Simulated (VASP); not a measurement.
# Pb (I4/mmm) in VASP: notebook

The runs below take Pb through single point, with PBEsol.

Program: VASP 6.6.1. These are calculated values, not measurements. Logs are shortened: lines on timing, memory, paths and dates and some standing lists are left out, and cuts for length are marked.

## Step 1: The cell of the first run

Symmetry: I4/mmm, No. 139, tetragonal system. Conventional cell: a = 3.772 Å, b = 3.772 Å, c = 4.742 Å, α = 90.00°, β = 90.00°, γ = 90.00°. Pb (site symmetry 4/mmm) has 14 Pb at 3.57 to 4.74 Å within 4.8 Å.

## Step 2: Single point, PBEsol (strain +0.080 along x and y, -0.040 along z)

INCAR

```
PREC = Accurate
ENCUT = 520
EDIFF = 1E-6
ISMEAR = 0
SIGMA = 0.15
LREAL = False
LASPH = True
NELM = 100
ALGO = Fast
ISIF = 2
LWAVE = False
LCHARG = True
GGA = PS
LELF = True
LVHAR = True
NBANDS = 13
```

KPOINTS

```
regular mesh
0
Gamma
  16 16 16
```

POSCAR

```
Pb
1.0
    0.0000000000      2.6673840000      2.3710080000
    2.6673840000      0.0000000000      2.3710080000
    2.6673840000      2.6673840000      0.0000000000
Pb
1
Direct
    0.0000000000      0.0000000000      0.0000000000
```

Potentials or basis: VASP PAW PBE potentials, release 64 (Pb_d).

On the command line:

```bash
> cat potpaw_PBE.64/Pb_d/POTCAR > POTCAR
> mpirun -np 1 vasp_std > vasp.out
```

OUTCAR:

```text
PREC = Accurate
   ENCUT = 520
   EDIFF = 1E-6
   ISMEAR = 0
   LREAL = False
   LASPH = True
   NELM = 100
   ISIF = 2
   GGA = PS

 ion  position               nearest neighbor table
   1  0.000  0.000  0.000-

  LATTYP: Found a body centered tetragonal cell.
 ALAT       =     3.7722506289
 C/A-ratio  =     1.2570787221

  Lattice vectors:

 A1 = (   0.0000000000,  -2.6673840000,  -2.3710080000)
 A2 = (   0.0000000000,   2.6673840000,  -2.3710080000)
 A3 = (   2.6673840000,   0.0000000000,   2.3710080000)

Analysis of symmetry for initial positions (statically):
=====================================================================
 Subroutine PRICEL returns:
 Original cell was already a primitive cell.

 Routine SETGRP: Setting up the symmetry group for a
 body centered tetragonal supercell.

 Subroutine GETGRP returns: Found 16 space group operations
 (whereof 16 operations were pure point group operations)
 out of a pool of 16 trial point group operations.

The static configuration has the point symmetry D_4h.

Analysis of symmetry for dynamics (positions and initial velocities):
=====================================================================
 Subroutine PRICEL returns:
 Original cell was already a primitive cell.

 Routine SETGRP: Setting up the symmetry group for a
 body centered tetragonal supercell.

 Subroutine GETGRP returns: Found 16 space group operations
 (whereof 16 operations were pure point group operations)
 out of a pool of 16 trial point group operations.

The dynamic configuration has the point symmetry D_4h.

 Subroutine INISYM returns: Found 16 space group operations
 (whereof 16 operations are pure point group operations),
 and found     1 'primitive' translations

----------------------------------------------------------------------------------------

                                     Primitive cell

  volume of cell :      33.7391

  direct lattice vectors                    reciprocal lattice vectors
     0.000000000  2.667384000  2.371008000    -0.187449576  0.187449576  0.210880773
     2.667384000  0.000000000  2.371008000     0.187449576 -0.187449576  0.210880773
     2.667384000  2.667384000  0.000000000     0.187449576  0.187449576 -0.210880773

  length of vectors
     3.568839635  3.568839635  3.772250629     0.338740886  0.338740886  0.338740886

  position of ions in fractional coordinates (direct lattice)
     0.000000000  0.000000000  0.000000000

[... 83 lines left out ...]
   POTIM  = 0.5000    time-step for ionic-motion
   TEBEG  =    0.0;   TEEND  =   0.0 temperature during run
   PSTRESS=    0.0 pullay stress
   NELECT =      14.0000    total number of electrons
   NUPDOWN=      -1.0000    fix difference up-down
   EMIN   =  10.00;   EMAX   =-10.00  energy-range for DOS
   EFERMI =   0.00;   METHOD = LEGACY
   ISMEAR =     0;   SIGMA  =   0.15  broadening in eV -4-tet -1-fermi 0-gaus
   EFERMI_NEDOS =   21; number of points for ismear=-14 and -15
   IALGO  =     68    algorithm
   IMIX   =      4    mixing-type and parameters
     AMIX     =   0.40;   BMIX     =  1.00
     AMIX_MAG =   1.60;   BMIX_MAG =  1.00
  volume/ion in A,a.u.               =      33.74       227.68
  Fermi-wavevector in a.u.,A,eV,Ry     =   1.221067  2.307482 20.286348  1.491004
  Thomas-Fermi vector in A             =   2.356262
   LORBIT       =      0    0 simple, 1 ext, 2 COOP (PROOUT), +10 PAW based schemes
   GGA     = PS    functional components
   LHFCALC =     F    Hartree Fock is set to
   AEXX    =    0.0000 exact exchange contribution
   IVDW    =     0    specifies the selected vdW correction
   LEPSILON=     F    determine dielectric tensor
   LRPA    =     F    only Hartree local field effects (RPA)
 non-spin polarized calculation
 RMM-DIIS sequential band-by-band and
 Gauss-broadening in eV      SIGMA  =   0.15
  energy-cutoff  :      520.00
  volume of cell :       33.74
 maximum number of plane-waves:       922
   NGX = 13   NGY = 13   NGZ = 13

 number of electron      13.9999999 magnetization

 Free energy of the ion-electron system (eV)
  ---------------------------------------------------
  ext. energy  EPLUGINS =         0.00000000
  ---------------------------------------------------
  free energy    TOTEN  =        -3.93806084 eV

  energy without entropy =       -3.93025911  energy(sigma->0) =       -3.93415998

 E-fermi :   5.9778     XC(G=0):  -9.8385

 val. band max:        5.9762757818   @ k =  -0.2500  -0.0000   0.0625
 cond. band min:       5.9798457875   @ k =  -0.4375   0.0625   0.3125
 fundamental gap:      0.0035700057
 Fermi energy:         5.9778062820

 k-point     1 :       0.0000    0.0000    0.0000
  band No.  band energies     occupation
      1     -10.9934      2.00000
      2     -10.9934      2.00000
      3     -10.9133      2.00000
      4     -10.9017      2.00000
      5     -10.8227      2.00000
      6      -5.1235      2.00000
      7      12.4625      0.00000
      8      12.6486      0.00000
      9      12.6486      0.00000
     10      15.7800      0.00000
     11      15.9941      0.00000
     12      17.7326      0.00000
     13      17.7327      0.00000
[... 354 lines left out ...]
  band No.  band energies     occupation
      1     -10.9905      2.00000
      2     -10.9830      2.00000
      3     -10.9136      2.00000
      4     -10.8943      2.00000
      5     -10.8235      2.00000
      6      -4.9584      2.00000
      7      11.1664      0.00000
      8      11.7723      0.00000
      9      12.5739      0.00000
     10      15.4475      0.00000
     11      16.8224      0.00000
     12      17.4193      0.00000
     13      17.8168      0.00000

 [... further k-points ...]

------------------------ aborting loop because EDIFF is reached ----------------------------------------

  FORCE on cell =-STRESS in cart. coord.  units (eV):
  Direction    XX          YY          ZZ          XY          YZ          ZX
  --------------------------------------------------------------------------------------
  -------------------------------------------------------------------------------------
  Total       -0.9327686     -0.9327686     -0.7653567      0.0000000     -0.0000000      0.0000000
  in kB      -44.2945588    -44.2945588    -36.3446395      0.0000000     -0.0000000      0.0000000
  external PRESSURE =     -41.6445857 kB  Pullay stress =       0.0000000 kB

 VOLUME and BASIS-vectors are now :
 -----------------------------------------------------------------------------
  energy-cutoff  :      520.00
  volume of cell :       33.74
      direct lattice vectors                 reciprocal lattice vectors
     0.000000000  2.667384000  2.371008000    -0.187449576  0.187449576  0.210880773
     2.667384000  0.000000000  2.371008000     0.187449576 -0.187449576  0.210880773
     2.667384000  2.667384000  0.000000000     0.187449576  0.187449576 -0.210880773

 POSITION                                       TOTAL-FORCE (eV/Angst)
 -----------------------------------------------------------------------------------
      0.00000      0.00000      0.00000         0.000000     -0.000000      0.000000
 -----------------------------------------------------------------------------------
    total drift:                               -0.000000     -0.000000     -0.000000

  FREE ENERGIE OF THE ION-ELECTRON SYSTEM (eV)
  ---------------------------------------------------
  free  energy   TOTEN  =        -3.9380608419 eV

  energy  without entropy=       -3.9302591102  energy(sigma->0) =       -3.93415998
```

OSZICAR:

```text
N       E                     dE             d eps       ncg     rms          rms(c)
DAV:   1     0.107322129915E+03    0.10732E+03   -0.70748E+03  9175   0.121E+03
DAV:   2     0.135856809062E+01   -0.10596E+03   -0.10281E+03  9529   0.307E+02
DAV:   3    -0.382303290210E+01   -0.51816E+01   -0.51629E+01 11335   0.736E+01
DAV:   4    -0.394628180981E+01   -0.12325E+00   -0.12322E+00 11180   0.124E+01
DAV:   5    -0.395181100247E+01   -0.55292E-02   -0.55290E-02 12623   0.241E+00    0.493E-01
RMM:   6    -0.394046167267E+01    0.11349E-01   -0.13511E-02 10741   0.165E+00    0.253E-01
RMM:   7    -0.393797678041E+01    0.24849E-02   -0.84048E-03 10869   0.991E-01    0.956E-02
RMM:   8    -0.393799126162E+01   -0.14481E-04   -0.16830E-03 12498   0.657E-01    0.169E-02
RMM:   9    -0.393805123876E+01   -0.59977E-04   -0.60901E-04 13173   0.250E-01    0.165E-02
RMM:  10    -0.393805348184E+01   -0.22431E-05   -0.18137E-04 11704   0.241E-01    0.604E-03
RMM:  11    -0.393805957060E+01   -0.60888E-05   -0.86632E-05 14435   0.947E-02    0.307E-03
RMM:  12    -0.393806073213E+01   -0.11615E-05   -0.11902E-05 10270   0.371E-02    0.321E-03
RMM:  13    -0.393806084190E+01   -0.10978E-06   -0.18764E-06  6411   0.152E-02
   1 F= -.39380608E+01 E0= -.39341600E+01  d E =-.780173E-02
```

stdout:

```text
POSCAR found type information on POSCAR Pb
 POSCAR found :  1 types and       1 ions
 scaLAPACK will be used
 -----------------------------------------------------------------------------
|                                                                             |
|                                                                             |
|     You enforced a specific xc type in the INCAR file but a different       |
|     I HOPE YOU KNOW WHAT YOU ARE DOING!                                     |
|                                                                             |
 -----------------------------------------------------------------------------

 LDA part: xc-table for (Slater+PW92), standard interpolation
 POSCAR, INCAR and KPOINTS ok, starting setup
 FFT: planning ... GRIDC
 FFT: planning ... GRID_SOFT
 FFT: planning ... GRID
 WAVECAR not read
 entering main loop
```

It took 62 s on 1 thread of Intel Xeon 6975P-C (Granite Rapids), shared host; peak memory 0.26 GiB.

What came out:

```
Free energy            : -3.9381 eV
Pressure               : -4.2 GPa
Band gap on the k mesh : zero (bands 7 and 8 overlap by 8.10 eV)
```

Levels at points of the mesh, in eV from the Fermi level:
```csv
k point,band 5,band 6,band 7,band 8,band 9,band 10
"(0.00, 0.00, 0.00)",-16.80,-11.10,6.48,6.67,6.67,9.80
"(0.50, 0.00, 0.00)",-16.72,-8.04,-3.71,4.21,5.48,8.11
"(0.50, 0.50, 0.00)",-16.71,-6.23,-2.22,1.08,1.08,4.45
"(0.50, 0.00, 0.50)",-16.69,-7.23,-3.16,2.09,2.77,5.52
```

Caveat: the cell differs from its parent crystal (strain +0.080 along x and y, -0.040 along z); the cell stands under tension; the PAW data sets were made with another functional, which shifts forces and pressure a little; spin-orbit coupling is left out, which moves the levels of the heavy elements.

## Step 3: Single point, PBEsol (strain +0.080 along x and y, +0.000 along z)

INCAR

```
SYSTEM = Pb
ALGO     = Fast           ! electronic algorithm
EDIFF    = 1E-6           ! SCF threshold, eV
ENCUT    = 520            ! plane-wave cutoff, eV
GGA      = PS             ! functional
ISIF     = 2              ! what is computed and relaxed
ISMEAR   = 0              ! smearing method
LASPH    = .True.         ! aspherical terms in the spheres
LCHARG   = .False.        ! write CHGCAR
LREAL    = .False.        ! projectors in reciprocal space
LWAVE    = .False.        ! write WAVECAR
NBANDS   = 13             ! bands
NELM     = 80             ! most SCF steps
PREC     = Accurate       ! precision mode
SIGMA    = 0.15           ! smearing width, eV
```

KPOINTS

```
k-points
0
Gamma
  16 16 16
  0 0 0
```

POSCAR

```
Pb
1.0
    0.0000000000      2.6673840000      2.4698000000
    2.6673840000      0.0000000000      2.4698000000
    2.6673840000      2.6673840000      0.0000000000
Pb
1
Direct
    0.0000000000      0.0000000000      0.0000000000
```

Potentials or basis: VASP PAW PBE potentials, release 64 (Pb_d).

On the command line:

```bash
> cat potpaw_PBE.64/Pb_d/POTCAR > POTCAR
> mpirun -np 1 vasp_std > vasp.out
```

Wall time 60 s (1 thread of Intel Xeon 6975P-C (Granite Rapids), shared host); peak memory 0.27 GiB.

Results (log left out):

```yaml
Free_energy: -3.9020 eV
Pressure: -5.1 GPa
Band_gap_on_the_k_mesh: zero (bands 7 and 8 overlap by 7.71 eV)
```

Stress tensor (GPa, compression positive):
```
-5.35  0.00  0.00
 0.00 -5.35  0.00
 0.00  0.00 -4.69
```

Levels at points of the mesh, in eV from the Fermi level:
```csv
k point,band 4,band 5,band 6,band 7,band 8,band 9,band 10,band 11
"(0.00, 0.00, 0.00)",-16.87,-16.81,-10.86,6.23,6.33,6.33,9.50,9.68
"(0.50, 0.00, 0.00)",-16.76,-16.74,-8.02,-3.54,4.28,5.19,8.03,9.29
"(0.50, 0.50, 0.00)",-16.72,-16.72,-6.53,-2.35,1.33,1.33,4.56,5.75
"(0.50, 0.00, 0.50)",-16.75,-16.71,-7.16,-2.92,1.95,2.40,5.23,6.50
```

Caveat: the cell differs from its parent crystal (strain +0.080 along x and y, +0.000 along z); the cell stands under tension; the PAW data sets were made with another functional, which shifts forces and pressure a little; spin-orbit coupling is left out, which moves the levels of the heavy elements.

## Step 4: Single point, PBEsol (strain +0.080 along x and y, +0.040 along z)

INCAR

```
SYSTEM = Pb
PREC = Accurate
ENCUT = 520
EDIFF = 1E-7
ISMEAR = 0
SIGMA = 0.15
LREAL = .False.
LASPH = .True.
NELM = 100
ALGO = Fast
ISIF = 2
LWAVE = .False.
LCHARG = .False.
GGA = PS
NBANDS = 13
```

KPOINTS

```
Automatic mesh
0
Gamma
  16 16 16
  0 0 0
```

POSCAR

```
Pb
1.0
    0.0000000000      2.6673840000      2.5685920000
    2.6673840000      0.0000000000      2.5685920000
    2.6673840000      2.6673840000      0.0000000000
Pb
1
Direct
    0.0000000000      0.0000000000      0.0000000000
```

On the command line:

```bash
> cat potpaw_PBE.64/Pb_d/POTCAR > POTCAR
> mpirun -np 1 vasp_std > vasp.out
```

Wall time 5.1 min (1 thread of Intel Xeon 8259CL, shared host); peak memory 0.27 GiB.

The run converged. Its results:

| Property | Result |
| --- | --- |
| Free energy | -3.8572 eV |
| Pressure | -5.9 GPa |
| Band gap on the k mesh | zero (bands 7 and 8 overlap by 7.37 eV) |

Stress tensor (GPa, compression positive):
```
-5.99  0.00  0.00
 0.00 -5.99  0.00
 0.00  0.00 -5.66
```

Levels at points of the mesh, in eV from the Fermi level:
```tsv
k point	band 4	band 5	band 6	band 7	band 8	band 9	band 10	band 11
(0.00, 0.00, 0.00)	-16.86	-16.83	-10.65	5.99	6.03	6.03	9.03	9.58
(0.50, 0.00, 0.00)	-16.77	-16.76	-8.00	-3.38	4.34	4.81	7.89	9.07
(0.50, 0.50, 0.00)	-16.74	-16.74	-6.81	-2.44	1.56	1.56	4.67	5.89
(0.50, 0.00, 0.50)	-16.76	-16.74	-7.10	-2.70	1.84	2.07	4.98	6.24
```

Caveat: the cell differs from its parent crystal (strain +0.080 along x and y, +0.040 along z); the cell stands under tension; the PAW data sets were made with another functional, which shifts forces and pressure a little; spin-orbit coupling is left out, which moves the levels of the heavy elements.

(Part 1 of 2 ends here.)

The gap in the log of VASP goes by the Fermi energy; the results here count the filled bands.